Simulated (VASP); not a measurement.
Runs of VASP 6.6.1 on As. The structure is that of space group Fd-3m (No. 227), or close to it. The cells are those of the table. The cell was generated, and may not be a known phase.

```csv
task,cell,k mesh,cutoff (eV),gap on the mesh (eV),pressure (GPa),relaxed volume (Å³/atom)
single point,"a = 5.457 Å, angles 60.0°, 4 atoms",10 × 10 × 10,520,none,0.1,-
relaxation of cell and atoms,"relaxed from a = 5.040 Å, angles 60.0°, 4 atoms",4 × 4 × 4,600,none,0.0,(b)
single point,"a = 5.520 Å, angles 60.0°, 4 atoms",4 × 4 × 4,520,none,(a),-
single point,"a = 5.040 Å, angles 60.0°, 4 atoms",4 × 4 × 4,520,-,19.4,-
relaxation of cell and atoms,"relaxed from a = 5.520 Å, angles 60.0°, 4 atoms",10 × 10 × 10,600,none,0.0,28.76
```

Alike in all rows: level PBE; potentials or basis VASP PAW PBE potentials, release 64 (As); no spin polarisation; smearing gaussian 0.1 eV.

**Question.** Fill in the values left out.

**Answer.** (a) 0.4; (b) 30.01.

Caveats: some runs use coarse meshes; the volume moved by over 15 % at a fixed basis, so the end points are rough (at least some runs); the cell stands under pressure (at least some runs).

A k mesh can miss the band edges, and the runs leave out spin-orbit coupling on As.

A gap of «none» marks levels without a gap at the run's occupations.
